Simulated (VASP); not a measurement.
# Nb3Pb (Pm-3n) in VASP: further runs

Nb3Pb is run at these levels: LDA, PBEsol, PBE; tasks: single point.

Everything below comes from runs of VASP 6.6.1. Logs are shortened: lines on timing, memory, paths and dates and some standing lists are left out, and cuts for length are marked.

## 1. The cell of the first run

It takes space group Pm-3n (No. 223, cubic). Conventional cell: a = 5.269 Å, b = 5.269 Å, c = 5.269 Å, α = 90.00°, β = 90.00°, γ = 90.00°. Nb (site symmetry -4m2) has 10 Nb at 2.63 to 3.23 Å and 4 Pb at 2.95 Å within 3.5 Å. Within 3.9 Å of Pb (site symmetry m-3) lie 12 Nb at 2.95 Å.

## 2. Single point, LDA

Input file INCAR:

```
SYSTEM = Nb3Pb
PREC     = Accurate       ! precision mode
ENCUT    = 520            ! plane-wave cutoff, eV
EDIFF    = 1E-6           ! SCF threshold, eV
ISMEAR   = -1             ! smearing method
SIGMA    = 0.1            ! smearing width, eV
LREAL    = .FALSE.        ! projectors in reciprocal space
LASPH    = .TRUE.         ! aspherical terms in the spheres
NELM     = 80             ! most SCF steps
ALGO     = Normal         ! electronic algorithm
ISIF     = 2              ! what is computed and relaxed
LWAVE    = .FALSE.        ! write WAVECAR
LCHARG   = .FALSE.        ! write CHGCAR
NBANDS   = 63             ! bands
```

Input file KPOINTS:

```
Automatic mesh
0
G
  6 6 6
  0 0 0
```

Input file POSCAR:

```
Nb3Pb
1.0
    5.2686218775      0.0000000000      0.0000000000
    0.0000000000      5.2686218775      0.0000000000
    0.0000000000      0.0000000000      5.2686218775
Nb Pb
6 2
Direct
    0.2500000000      0.0000000000      0.5000000000
    0.5000000000      0.7500000000      0.0000000000
    0.7500000000      0.0000000000      0.5000000000
    0.5000000000      0.2500000000      0.0000000000
    0.0000000000      0.5000000000      0.7500000000
    0.0000000000      0.5000000000      0.2500000000
    0.0000000000      0.0000000000      0.0000000000
    0.5000000000      0.5000000000      0.5000000000
```

Potentials or basis: VASP PAW LDA potentials, release 64 (Nb_sv, Pb_d).

Started as:

```console
$ cat potpaw_LDA.64/Nb_sv/POTCAR potpaw_LDA.64/Pb_d/POTCAR > POTCAR
$ mpirun -np 1 vasp_std > vasp.out
```

OUTCAR:

```text
SYSTEM = Nb3Pb
   PREC = Accurate
   ENCUT = 520
   EDIFF = 1E-6
   ISMEAR = -1
   LREAL = .FALSE.
   LASPH = .TRUE.
   NELM = 80
   ISIF = 2

 ion  position               nearest neighbor table
   1  0.250  0.000  0.500-   3 2.63   3 2.63   8 2.95   7 2.95   8 2.95   7 2.95
   2  0.500  0.750  0.000-   4 2.63   4 2.63   8 2.95   8 2.95   7 2.95   7 2.95
   3  0.750  0.000  0.500-   1 2.63   1 2.63   8 2.95   7 2.95   8 2.95   7 2.95
   4  0.500  0.250  0.000-   2 2.63   2 2.63   8 2.95   8 2.95   7 2.95   7 2.95
   5  0.000  0.500  0.750-   6 2.63   6 2.63   8 2.95   7 2.95   7 2.95   8 2.95
   6  0.000  0.500  0.250-   5 2.63   5 2.63   8 2.95   7 2.95   7 2.95   8 2.95
   7  0.000  0.000  0.000-   1 2.95   2 2.95   3 2.95   4 2.95   5 2.95   6 2.95   1 2.95   3 2.95
                             5 2.95   6 2.95   2 2.95   4 2.95
   8  0.500  0.500  0.500-   1 2.95   2 2.95   3 2.95   4 2.95   5 2.95   6 2.95   2 2.95   4 2.95
                             1 2.95   3 2.95   5 2.95   6 2.95

  LATTYP: Found a simple cubic cell.
 ALAT       =     5.2686218775

  Lattice vectors:

 A1 = (   5.2686218775,   0.0000000000,   0.0000000000)
 A2 = (   0.0000000000,   5.2686218775,   0.0000000000)
 A3 = (   0.0000000000,   0.0000000000,   5.2686218775)

Analysis of symmetry for initial positions (statically):
=====================================================================
 Subroutine PRICEL returns:
 Original cell was already a primitive cell.

 Routine SETGRP: Setting up the symmetry group for a
 simple cubic supercell.

 Subroutine GETGRP returns: Found 48 space group operations
 (whereof 24 operations were pure point group operations)
 out of a pool of 48 trial point group operations.

The static configuration has the point symmetry T_h .
 The point group associated with its full space group is O_h .

Analysis of symmetry for dynamics (positions and initial velocities):
=====================================================================
 Subroutine PRICEL returns:
 Original cell was already a primitive cell.

 Routine SETGRP: Setting up the symmetry group for a
 simple cubic supercell.

 Subroutine GETGRP returns: Found 48 space group operations
 (whereof 24 operations were pure point group operations)
 out of a pool of 48 trial point group operations.

The dynamic configuration has the point symmetry T_h .
 The point group associated with its full space group is O_h .

 Subroutine INISYM returns: Found 48 space group operations
 (whereof 24 operations are pure point group operations),
 and found     1 'primitive' translations

----------------------------------------------------------------------------------------

                                     Primitive cell

  volume of cell :     146.2484

  direct lattice vectors                    reciprocal lattice vectors
     5.268621878  0.000000000  0.000000000     0.189802955  0.000000000  0.000000000
     0.000000000  5.268621878  0.000000000     0.000000000  0.189802955  0.000000000
     0.000000000  0.000000000  5.268621878     0.000000000  0.000000000  0.189802955

  length of vectors
     5.268621878  5.268621878  5.268621878     0.189802955  0.189802955  0.189802955

  position of ions in fractional coordinates (direct lattice)
     0.250000000  0.000000000  0.500000000
     0.500000000  0.750000000  0.000000000
     0.750000000  0.000000000  0.500000000
     0.500000000  0.250000000  0.000000000
     0.000000000  0.500000000  0.750000000
     0.000000000  0.500000000  0.250000000
     0.000000000  0.000000000  0.000000000
     0.500000000  0.500000000  0.500000000

  ion indices of the primitive-cell ions
   primitive index   ion index
                 1           1
                 2           2
                 3           3
                 4           4
                 5           5
                 6           6
                 7           7
                 8           8

----------------------------------------------------------------------------------------

 KPOINTS: Automatic mesh

Automatic generation of k-mesh.
 Grid dimensions read from file:
 generate k-points for:    6    6    6

 Generating k-lattice:

  Cartesian coordinates                     Fractional coordinates (reciprocal lattice)
     0.031633826  0.000000000  0.000000000     0.166666667  0.000000000  0.000000000
     0.000000000  0.031633826  0.000000000     0.000000000  0.166666667  0.000000000
     0.000000000  0.000000000  0.031633826     0.000000000  0.000000000  0.166666667

  Length of vectors
     0.031633826  0.031633826  0.031633826

  Shift w.r.t. Gamma in fractional coordinates (k-lattice)
     0.000000000  0.000000000  0.000000000

 Subroutine IBZKPT returns following result:
 ===========================================

 Found     20 irreducible k-points:

 Following reciprocal coordinates:
            Coordinates               Weight
  0.000000  0.000000  0.000000      1.000000
  0.166667  0.000000  0.000000      6.000000
  0.333333  0.000000  0.000000      6.000000
  0.500000  0.000000  0.000000      3.000000
  0.166667  0.166667  0.000000     12.000000
  0.333333  0.166667  0.000000     24.000000
[... 12 lines left out ...]
  0.500000  0.500000  0.333333      6.000000
  0.500000  0.500000  0.500000      1.000000
   k-points           NKPTS =     20   k-points in BZ     NKDIM =     20   number of bands    NBANDS=     63
   number of dos      NEDOS =    301   number of ions     NIONS =      8
   total plane-waves  NPLWV =  64000
   dimension x,y,z NGX =    40 NGY =   40 NGZ =   40
   dimension x,y,z NGXF=    80 NGYF=   80 NGZF=   80
   ions per type =               6   2
   NGX,Y,Z   is equivalent  to a cutoff of  12.62, 12.62, 12.62 a.u.
   NGXF,Y,Z  is equivalent  to a cutoff of  25.24, 25.24, 25.24 a.u.
 SYSTEM =  Nb3Pb
   PREC   = accura    normal or accurate (medium, high low for compatibility)
   ISTART =      0    job   : 0-new  1-cont  2-samecut
   ICHARG =      2    charge: 1-file 2-atom 10-const
   ISPIN  =      1    spin polarized calculation?
   LNONCOLLINEAR =      F non collinear calculations
   LSORBIT =      F    spin-orbit coupling
   LASPH  =      T    aspherical Exc in radial PAW
   ENCUT  =  520.0 eV  38.22 Ry    6.18 a.u.   9.80  9.80  9.80*2*pi/ulx,y,z
   NELM   =     80;   NELMIN=  2; NELMDL= -5     # of ELM steps
   EDIFF  = 0.1E-05   stopping-criterion for ELM
   LREAL  =      F    real-space projection
   EDIFFG = 0.1E-04   stopping-criterion for IOM
   NSW    =      0    number of steps for IOM
   IBRION =     -1    ionic relax: 0-MD 1-quasi-New 2-CG
   NFREE  =      0    steps in history (QN), initial steepest desc. (CG)
   ISIF   =      2    stress and relaxation
   ISYM   =      2    0-nonsym 1-usesym 2-fastsym
   POTIM  = 0.5000    time-step for ionic-motion
   TEBEG  =    0.0;   TEEND  =   0.0 temperature during run
   PSTRESS=    0.0 pullay stress
   NELECT =     106.0000    total number of electrons
   NUPDOWN=      -1.0000    fix difference up-down
   EMIN   =  10.00;   EMAX   =-10.00  energy-range for DOS
   EFERMI =   0.00;   METHOD = LEGACY
   ISMEAR =    -1;   SIGMA  =   0.10  broadening in eV -4-tet -1-fermi 0-gaus
   EFERMI_NEDOS =   21; number of points for ismear=-14 and -15
   IALGO  =     38    algorithm
   IMIX   =      4    mixing-type and parameters
     AMIX     =   0.40;   BMIX     =  1.00
     AMIX_MAG =   1.60;   BMIX_MAG =  1.00
  volume/ion in A,a.u.               =      18.28       123.37
  Fermi-wavevector in a.u.,A,eV,Ry     =   1.470550  2.778936 29.422829  2.162517
  Thomas-Fermi vector in A             =   2.585793
   LORBIT       =      0    0 simple, 1 ext, 2 COOP (PROOUT), +10 PAW based schemes
   GGA     = CA    functional components
   LHFCALC =     F    Hartree Fock is set to
   AEXX    =    0.0000 exact exchange contribution
   IVDW    =     0    specifies the selected vdW correction
   LEPSILON=     F    determine dielectric tensor
   LRPA    =     F    only Hartree local field effects (RPA)
 non-spin polarized calculation
  energy-cutoff  :      520.00
  volume of cell :      146.25
 maximum number of plane-waves:      3966
 NGX is ok and might be reduce to    40
   NGX = 19   NGY = 19   NGZ = 19

 number of electron     106.0000013 magnetization

 Free energy of the ion-electron system (eV)
  ---------------------------------------------------
  ext. energy  EPLUGINS =         0.00000000
  ---------------------------------------------------
  free energy    TOTEN  =       -75.80339045 eV

  energy without entropy =      -75.50069369  energy(sigma->0) =      -75.65204207

 E-fermi :  11.6062     XC(G=0): -12.7556

 val. band max:       11.6017943070   @ k =   0.1667   0.1667   0.0000
 cond. band min:      11.6070888591   @ k =   0.5000   0.3333   0.0000
 fundamental gap:      0.0052945522
 Fermi energy:        11.6062043584

 k-point     1 :       0.0000    0.0000    0.0000
  band No.  band energies     occupation
      1     -42.6981      2.00000
      2     -42.6198      2.00000
      3     -42.6198      2.00000
      4     -42.3859      2.00000
      5     -42.3859      2.00000
      6     -42.3859      2.00000
[... 55 lines left out ...]
     62      15.4526      0.00000
     63      15.5519      0.00000

 k-point     2 :       0.1667    0.0000    0.0000
  band No.  band energies     occupation
      1     -42.6896      2.00000
      2     -42.6237      2.00000
      3     -42.6079      2.00000
      4     -42.4034      2.00000
      5     -42.3859      2.00000
      6     -42.3859      2.00000
[... 55 lines left out ...]
     62      15.2328      0.00000
     63      15.3290      0.00000

 k-point     3 :       0.3333    0.0000    0.0000
  band No.  band energies     occupation
      1     -42.6706      2.00000
      2     -42.6347      2.00000
      3     -42.5707      2.00000
      4     -42.4505      2.00000
      5     -42.3859      2.00000
      6     -42.3859      2.00000
[... 1111 lines left out ...]
     62      14.0626      0.00000
     63      14.4151      0.00000

 k-point    20 :       0.5000    0.5000    0.5000
  band No.  band energies     occupation
      1     -42.5179      2.00000
      2     -42.5179      2.00000
      3     -42.5179      2.00000
      4     -42.5179      2.00000
      5     -42.5179      2.00000
      6     -42.5179      2.00000
[... 55 lines left out ...]
     62      14.0623      0.00000
     63      14.0763      0.00000

------------------------ aborting loop because EDIFF is reached ----------------------------------------

  FORCE on cell =-STRESS in cart. coord.  units (eV):
  Direction    XX          YY          ZZ          XY          YZ          ZX
  --------------------------------------------------------------------------------------
  -------------------------------------------------------------------------------------
  Total        0.0547582      0.0547582      0.0547582      0.0000000     -0.0000000     -0.0000000
  in kB        0.5998856      0.5998856      0.5998856      0.0000000     -0.0000000     -0.0000000
  external PRESSURE =       0.5998856 kB  Pullay stress =       0.0000000 kB

 VOLUME and BASIS-vectors are now :
 -----------------------------------------------------------------------------
  energy-cutoff  :      520.00
  volume of cell :      146.25
      direct lattice vectors                 reciprocal lattice vectors
     5.268621878  0.000000000  0.000000000     0.189802955  0.000000000  0.000000000
     0.000000000  5.268621878  0.000000000     0.000000000  0.189802955  0.000000000
     0.000000000  0.000000000  5.268621878     0.000000000  0.000000000  0.189802955

 POSITION                                       TOTAL-FORCE (eV/Angst)
 -----------------------------------------------------------------------------------
      1.31716      0.00000      2.63431         0.000000     -0.000000      0.000000
      2.63431      3.95147      0.00000        -0.000000      0.000000     -0.000000
      3.95147      0.00000      2.63431        -0.000000      0.000000     -0.000000
      2.63431      1.31716      0.00000         0.000000      0.000000      0.000000
      0.00000      2.63431      3.95147        -0.000000      0.000000     -0.000000
      0.00000      2.63431      1.31716         0.000000      0.000000      0.000000
      0.00000      0.00000      0.00000         0.000000      0.000000      0.000000
      2.63431      2.63431      2.63431         0.000000      0.000000      0.000000
 -----------------------------------------------------------------------------------
    total drift:                                0.000000     -0.000000      0.000000

  FREE ENERGIE OF THE ION-ELECTRON SYSTEM (eV)
  ---------------------------------------------------
  free  energy   TOTEN  =       -75.8033904528 eV

  energy  without entropy=      -75.5006936906  energy(sigma->0) =      -75.65204207
```

Run time: 1.9 min. Hardware: 1 thread of Intel Xeon 6975P-C (Granite Rapids), shared host; peak memory 0.27 GiB.

Results:

```yaml
Free_energy: -75.8034 eV
Pressure: 0.1 GPa
Band_gap_on_the_k_mesh: zero (bands 53 and 54 overlap by 0.59 eV)
```

Caveat: spin-orbit coupling is left out, which moves the levels of the heavy elements.

(Continued in part 2 of 2.)

The gap in the log of VASP goes by the Fermi energy; the results here count the filled bands.